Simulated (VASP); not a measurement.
Here is a VASP 6.6.1 calculation.

The input INCAR:

```
ALGO = Normal ; EDIFF = 1E-6
ENCUT = 520 ; GGA = PE
ISIF = 2 ; ISMEAR = 0
ISPIN = 2 ; LASPH = True
LCHARG = False ; LMAXMIX = 4
LORBIT = 11 ; LREAL = False
LWAVE = False ; MAGMOM = 3 0 0
NBANDS = 24 ; NELM = 150
PREC = Accurate ; SIGMA = 0.05
```

The input KPOINTS:

```
k-points
0
Gamma
  14 14 6
```

The input POSCAR:

```
MnO2
1.0
    2.8768068094      0.0000000000      0.0000000000
   -1.4384034047      2.4913877787      0.0000000000
    0.0000000000      0.0000000000      5.4464523635
Mn O
1 2
Direct
    0.0000000000      0.0000000000      0.0000000000
    0.3333333333      0.6666666667      0.1753671606
    0.6666666667      0.3333333333      0.8246328394
```

Potentials or basis: VASP PAW PBE potentials, release 64 (Mn_pv, O).

Run with:

```console
$ cat potpaw_PBE.64/Mn_pv/POTCAR potpaw_PBE.64/O/POTCAR > POTCAR
$ mpirun -np 1 vasp_std > vasp.out
```

(1) Predict the net moment.

(2) Estimate the band gap on the k mesh.

(3) Estimate the pressure.

(4) Estimate the largest force.

## Answers

(1) 3.00 μB per cell.

(2) 0.99 eV, indirect (least direct gap 1.05 eV).

(3) 0.8 GPa.

(4) 0.086 eV/Å.

Caveat: a cell with one magnetic atom can't hold antiferromagnetic order, which such compounds often take.
